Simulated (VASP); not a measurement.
# SiC (P6_3mc) in VASP: further runs

The runs below take SiC through single point, with PBE.

Program: VASP 6.6.1. These are calculated values, not measurements. Logs are shortened: lines on timing, memory, paths and dates and some standing lists are left out, and cuts for length are marked.

## 1. The cell of the first run

It takes space group P6_3mc (No. 186, hexagonal). Conventional cell: a = 3.149 Å, b = 3.149 Å, c = 4.892 Å, α = 90.00°, β = 90.00°, γ = 120.00°. Si (site symmetry 3m) has 4 C at 1.89 to 1.91 Å within 2.5 Å. Within 2.5 Å of C (site symmetry 3m) lie 4 Si at 1.89 to 1.91 Å.

## 2. Single point, PBE

The input, INCAR:

```
  PREC = Accurate
  ENCUT = 520
  EDIFF = 1E-6
  ISMEAR = 0
  SIGMA = 0.05
  LREAL = False
  LASPH = True
  NELM = 80
  ALGO = Normal
  ISIF = 2
  LWAVE = False
  LCHARG = True
  GGA = PE
  LELF = True
  LVHAR = True
  NBANDS = 16
```

The input, KPOINTS:

```
regular mesh
0
Gamma
  12 12 6
```

The input, POSCAR:

```
SiC
1.0
    3.1490718908      0.0000000000      0.0000000000
   -1.5745359454      2.7271762558      0.0000000000
    0.0000000000      0.0000000000      4.8917682752
Si C
2 2
Direct
    0.3333333333      0.6666666667      0.0045639005
    0.6666666667      0.3333333333      0.5045639005
    0.3333333333      0.6666666667      0.3953555939
    0.6666666667      0.3333333333      0.8953555939
```

Potentials or basis: VASP PAW PBE potentials, release 64 (Si, C).

On the command line:

```bash
$ cat potpaw_PBE.64/Si/POTCAR potpaw_PBE.64/C/POTCAR > POTCAR
$ mpirun -np 1 vasp_std > vasp.out
```

OUTCAR:

```text
PREC = Accurate
   ENCUT = 520
   EDIFF = 1E-6
   ISMEAR = 0
   LREAL = False
   LASPH = True
   NELM = 80
   ISIF = 2
   GGA = PE

 ion  position               nearest neighbor table
   1  0.333  0.667  0.005-   4 1.89   4 1.89   4 1.89   3 1.91   2 3.05   2 3.05   2 3.05   2 3.05
                             2 3.05   2 3.05
   2  0.667  0.333  0.505-   3 1.89   3 1.89   3 1.89   4 1.91   1 3.05   1 3.05   1 3.05   1 3.05
                             1 3.05   1 3.05
   3  0.333  0.667  0.395-   2 1.89   2 1.89   2 1.89   1 1.91
   4  0.667  0.333  0.895-   1 1.89   1 1.89   1 1.89   2 1.91

  LATTYP: Found a hexagonal cell.
 ALAT       =     3.1490718908
 C/A-ratio  =     1.5534000000

  Lattice vectors:

 A1 = (   3.1490718908,   0.0000000000,   0.0000000000)
 A2 = (  -1.5745359454,   2.7271762558,   0.0000000000)
 A3 = (   0.0000000000,   0.0000000000,   4.8917682752)

Analysis of symmetry for initial positions (statically):
=====================================================================
 Subroutine PRICEL returns:
 Original cell was already a primitive cell.

 Routine SETGRP: Setting up the symmetry group for a
 hexagonal supercell.

 Subroutine GETGRP returns: Found 12 space group operations
 (whereof  6 operations were pure point group operations)
 out of a pool of 24 trial point group operations.

The static configuration has the point symmetry C_3v.
 The point group associated with its full space group is C_6v.

Analysis of symmetry for dynamics (positions and initial velocities):
=====================================================================
 Subroutine PRICEL returns:
 Original cell was already a primitive cell.

 Routine SETGRP: Setting up the symmetry group for a
 hexagonal supercell.

 Subroutine GETGRP returns: Found 12 space group operations
 (whereof  6 operations were pure point group operations)
 out of a pool of 24 trial point group operations.

The dynamic configuration has the point symmetry C_3v.
 The point group associated with its full space group is C_6v.

 Subroutine INISYM returns: Found 12 space group operations
 (whereof  6 operations are pure point group operations),
 and found     1 'primitive' translations

----------------------------------------------------------------------------------------

                                     Primitive cell

  volume of cell :      42.0109

  direct lattice vectors                    reciprocal lattice vectors
     3.149071891  0.000000000  0.000000000     0.317553881  0.183339819  0.000000000
    -1.574535945  2.727176256  0.000000000     0.000000000  0.366679637  0.000000000
     0.000000000  0.000000000  4.891768275     0.000000000  0.000000000  0.204425055

  length of vectors
     3.149071891  3.149071891  4.891768275     0.366679637  0.366679637  0.204425055

  position of ions in fractional coordinates (direct lattice)
     0.333333333  0.666666667  0.004563901
     0.666666667  0.333333333  0.504563901
     0.333333333  0.666666667  0.395355594
     0.666666667  0.333333333  0.895355594

  ion indices of the primitive-cell ions
   primitive index   ion index
                 1           1
                 2           2
                 3           3
                 4           4

----------------------------------------------------------------------------------------

 KPOINTS: regular mesh

Automatic generation of k-mesh.
 Grid dimensions read from file:
 generate k-points for:   12   12    6

 Generating k-lattice:

  Cartesian coordinates                     Fractional coordinates (reciprocal lattice)
     0.026462823  0.015278318  0.000000000     0.083333333 -0.000000000  0.000000000
     0.000000000  0.030556636  0.000000000     0.000000000  0.083333333  0.000000000
     0.000000000  0.000000000  0.034070843     0.000000000  0.000000000  0.166666667

  Length of vectors
     0.030556636  0.030556636  0.034070843

  Shift w.r.t. Gamma in fractional coordinates (k-lattice)
     0.000000000  0.000000000  0.000000000

 Subroutine IBZKPT returns following result:
 ===========================================

 Found     76 irreducible k-points:

 Following reciprocal coordinates:
            Coordinates               Weight
  0.000000  0.000000  0.000000      1.000000
  0.083333  0.000000  0.000000      6.000000
  0.166667  0.000000  0.000000      6.000000
  0.250000  0.000000  0.000000      6.000000
  0.333333  0.000000  0.000000      6.000000
  0.416667  0.000000  0.000000      6.000000
[... 16 lines left out ...]
  0.250000  0.000000  0.166667     12.000000
  0.333333  0.000000  0.166667     12.000000
 [... further k-points ...]
   k-points           NKPTS =     76   k-points in BZ     NKDIM =     76   number of bands    NBANDS=     16
   number of dos      NEDOS =    301   number of ions     NIONS =      4
   total plane-waves  NPLWV =  20736
   dimension x,y,z NGX =    24 NGY =   24 NGZ =   36
   dimension x,y,z NGXF=    48 NGYF=   48 NGZF=   72
   ions per type =               2   2
   NGX,Y,Z   is equivalent  to a cutoff of  12.67, 12.67, 12.23 a.u.
   NGXF,Y,Z  is equivalent  to a cutoff of  25.34, 25.34, 24.47 a.u.
 SYSTEM =  unknown system
   PREC   = accura    normal or accurate (medium, high low for compatibility)
   ISTART =      0    job   : 0-new  1-cont  2-samecut
   ICHARG =      2    charge: 1-file 2-atom 10-const
   ISPIN  =      1    spin polarized calculation?
   LNONCOLLINEAR =      F non collinear calculations
   LSORBIT =      F    spin-orbit coupling
   LASPH  =      T    aspherical Exc in radial PAW
   ENCUT  =  520.0 eV  38.22 Ry    6.18 a.u.   5.86  5.86  9.10*2*pi/ulx,y,z
   NELM   =     80;   NELMIN=  2; NELMDL= -5     # of ELM steps
   EDIFF  = 0.1E-05   stopping-criterion for ELM
   LREAL  =      F    real-space projection
   EDIFFG = 0.1E-04   stopping-criterion for IOM
   NSW    =      0    number of steps for IOM
   IBRION =     -1    ionic relax: 0-MD 1-quasi-New 2-CG
   NFREE  =      0    steps in history (QN), initial steepest desc. (CG)
   ISIF   =      2    stress and relaxation
   ISYM   =      2    0-nonsym 1-usesym 2-fastsym
   POTIM  = 0.5000    time-step for ionic-motion
   TEBEG  =    0.0;   TEEND  =   0.0 temperature during run
   PSTRESS=    0.0 pullay stress
   NELECT =      16.0000    total number of electrons
   NUPDOWN=      -1.0000    fix difference up-down
   EMIN   =  10.00;   EMAX   =-10.00  energy-range for DOS
   EFERMI =   0.00;   METHOD = LEGACY
   ISMEAR =     0;   SIGMA  =   0.05  broadening in eV -4-tet -1-fermi 0-gaus
   EFERMI_NEDOS =   21; number of points for ismear=-14 and -15
   IALGO  =     38    algorithm
   IMIX   =      4    mixing-type and parameters
     AMIX     =   0.40;   BMIX     =  1.00
     AMIX_MAG =   1.60;   BMIX_MAG =  1.00
  volume/ion in A,a.u.               =      10.50        70.88
  Fermi-wavevector in a.u.,A,eV,Ry     =   1.186664  2.242469 19.159321  1.408170
  Thomas-Fermi vector in A             =   2.322831
   LORBIT       =      0    0 simple, 1 ext, 2 COOP (PROOUT), +10 PAW based schemes
   GGA     = PE    functional components
   LHFCALC =     F    Hartree Fock is set to
   AEXX    =    0.0000 exact exchange contribution
   IVDW    =     0    specifies the selected vdW correction
   LEPSILON=     F    determine dielectric tensor
   LRPA    =     F    only Hartree local field effects (RPA)
 non-spin polarized calculation
 Gauss-broadening in eV      SIGMA  =   0.05
  energy-cutoff  :      520.00
  volume of cell :       42.01
 maximum number of plane-waves:      1164
 NGX is ok and might be reduce to    24
   NGX = 11   NGY = 11   NGZ = 19

 number of electron      15.9999999 magnetization

 Free energy of the ion-electron system (eV)
  ---------------------------------------------------
  ext. energy  EPLUGINS =         0.00000000
  ---------------------------------------------------
  free energy    TOTEN  =       -29.95516210 eV

  energy without entropy =      -29.95516210  energy(sigma->0) =      -29.95516210

 E-fermi :   8.8045     XC(G=0): -11.2793

 val. band max:        8.5800380038   @ k =   0.0000   0.0000   0.0000
 cond. band min:      10.3637568729   @ k =   0.5000   0.0000   0.0000
 fundamental gap:      1.7837188691
 Fermi energy:         8.8044895568

 k-point     1 :       0.0000    0.0000    0.0000
  band No.  band energies     occupation
      1      -7.3627      2.00000
      2      -3.4821      2.00000
      3      -0.2018      2.00000
      4       6.3383      2.00000
      5       6.3383      2.00000
      6       7.8821      2.00000
[... 8 lines left out ...]
     15      16.6913      0.00000
     16      19.1749      0.00000

 k-point     2 :       0.0833    0.0000    0.0000
  band No.  band energies     occupation
      1      -7.2485      2.00000
      2      -3.3881      2.00000
      3      -0.0975      2.00000
      4       5.6685      2.00000
      5       6.1402      2.00000
      6       7.4512      2.00000
[... 8 lines left out ...]
     15      16.9985      0.00000
     16      18.3973      0.00000

 k-point     3 :       0.1667    0.0000    0.0000
  band No.  band energies     occupation
      1      -6.9089      2.00000
      2      -3.1169      2.00000
      3       0.2052      2.00000
      4       4.2419      2.00000
      5       5.6887      2.00000
      6       6.4030      2.00000
[... 8 lines left out ...]
     15      17.6489      0.00000
     16      17.6643      0.00000

 k-point     4 :       0.2500    0.0000    0.0000
  band No.  band energies     occupation
      1      -6.3550      2.00000
      2      -2.7128      2.00000
      3       0.6469      2.00000
      4       2.7360      2.00000
      5       5.1088      2.00000
      6       5.1964      2.00000
[... 8 lines left out ...]
     15      17.8333      0.00000
     16      18.3334      0.00000
[... 324 lines left out ...]
 k-point    22 :       0.1667    0.0000    0.1667
  band No.  band energies     occupation
      1      -6.7647      2.00000
      2      -3.6979      2.00000
      3       0.9745      2.00000
      4       4.3917      2.00000
      5       5.7901      2.00000
      6       6.0440      2.00000
[... 8 lines left out ...]
     15      17.4704      0.00000
     16      18.4768      0.00000

 k-point    23 :       0.2500    0.0000    0.1667
  band No.  band energies     occupation
      1      -6.2130      2.00000
      2      -3.2443      2.00000
      3       1.2188      2.00000
      4       3.0342      2.00000
      5       4.6918      2.00000
      6       5.3046      2.00000
[... 8 lines left out ...]
     15      18.3918      0.00000
     16      18.7420      0.00000

 k-point    24 :       0.3333    0.0000    0.1667
  band No.  band energies     occupation
      1      -5.4764      2.00000
      2      -2.7340      2.00000
      3       0.7427      2.00000
      4       2.6874      2.00000
      5       3.3462      2.00000
      6       4.9009      2.00000
[... 8 lines left out ...]
     15      19.5589      0.00000
     16      19.6490      0.00000

 [... further k-points ...]

------------------------ aborting loop because EDIFF is reached ----------------------------------------

  FORCE on cell =-STRESS in cart. coord.  units (eV):
  Direction    XX          YY          ZZ          XY          YZ          ZX
  --------------------------------------------------------------------------------------
  -------------------------------------------------------------------------------------
  Total       -1.9140392     -1.9140392      3.4344275      0.0000000      0.0000000      0.0000000
  in kB      -72.9961168    -72.9961168    130.9794844      0.0000000      0.0000000      0.0000000
  external PRESSURE =      -5.0042498 kB  Pullay stress =       0.0000000 kB

 VOLUME and BASIS-vectors are now :
 -----------------------------------------------------------------------------
  energy-cutoff  :      520.00
  volume of cell :       42.01
      direct lattice vectors                 reciprocal lattice vectors
     3.149071891  0.000000000  0.000000000     0.317553881  0.183339819  0.000000000
    -1.574535945  2.727176256  0.000000000     0.000000000  0.366679637  0.000000000
     0.000000000  0.000000000  4.891768275     0.000000000  0.000000000  0.204425055

 POSITION                                       TOTAL-FORCE (eV/Angst)
 -----------------------------------------------------------------------------------
     -0.00000      1.81812      0.02233         0.000000     -0.000000      0.687930
      1.57454      0.90906      2.46821        -0.000000      0.000000      0.687930
     -0.00000      1.81812      1.93399         0.000000     -0.000000     -0.687930
      1.57454      0.90906      4.37987        -0.000000      0.000000     -0.687930
 -----------------------------------------------------------------------------------
    total drift:                               -0.000000      0.000000      0.000311

  FREE ENERGIE OF THE ION-ELECTRON SYSTEM (eV)
  ---------------------------------------------------
  free  energy   TOTEN  =       -29.9551620988 eV

  energy  without entropy=      -29.9551620988  energy(sigma->0) =      -29.95516210
```

Run time: 58 s. Hardware: 1 thread of Intel Xeon 8259CL, shared host; peak memory 0.18 GiB.

What came out:

```yaml
Free_energy: -29.9552 eV
Pressure: -0.5 GPa
Largest_force: 0.688 eV/Å
Band_gap_on_the_k_mesh: 1.78 eV (least direct gap 3.27 eV)
```

Forces in eV/Å, atoms in the order of the input:
```
Si   0.000  0.000  0.688
Si   0.000  0.000  0.688
C    0.000  0.000 -0.688
C    0.000  0.000 -0.688
```

Levels at points of the mesh, in eV from the valence-band top:
```csv
k point,band 6,band 7,band 8,band 9,band 10,band 11
"(0.00, 0.00, 0.00)",-0.70,-0.70,0.00,3.27,5.63,5.63
"(0.50, 0.00, 0.00)",-4.14,-3.53,-1.76,1.78,4.21,6.28
"(0.00, 0.00, 0.50)",-1.54,-1.54,-1.54,4.59,4.59,6.35
"(0.50, 0.00, 0.50)",-3.17,-2.35,-2.35,2.87,2.87,4.83
```

[end of part 1 of 2]
